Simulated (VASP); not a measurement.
**Zr: single point with revPBE**

Zr:

```
CELL_PARAMETERS angstrom
5.07706 0.00000 0.00000
-2.53853 4.39686 0.00000
0.00000 0.00000 3.16154
ATOMIC_POSITIONS crystal
Zr 0.00000 0.00000 0.00000
Zr 0.33333 0.66667 0.50000
Zr 0.66667 0.33333 0.50000
```

This isn't the form of Zr at room conditions, which is hcp.

| Item | Value |
| --- | --- |
| Program | VASP 6.6.1 |
| Task | single point |
| Functional | revPBE |
| Potentials or basis | VASP PAW PBE potentials, release 64 (Zr_sv) |
| Cutoff | 520 eV |
| k mesh | 7 × 7 × 10 |
| Occupations | fermi-dirac, width 0.1 eV |
| Spin | no spin polarisation |

| Item | Value |
| --- | --- |
| Pressure | 0.0 GPa |
| Band gap on the k mesh | zero (bands 18 and 19 overlap by 0.43 eV) |

Levels at points of the mesh, in eV from the Fermi level:
```csv
k point,band 16,band 17,band 18,band 19,band 20,band 21
"(0.00, 0.00, 0.00)",-0.49,-0.46,-0.46,-0.17,0.83,1.62
"(0.00, 0.00, 0.50)",-1.80,-1.80,-1.38,1.19,1.19,1.62
```

Wall time 48 s on 1 thread of Intel(R) Xeon(R) 6975P-C (Granite Rapids), with other jobs on the host, peak memory 0.2 GiB.

Caveat: the PAW data sets were made with another functional, which shifts forces and pressure a little.
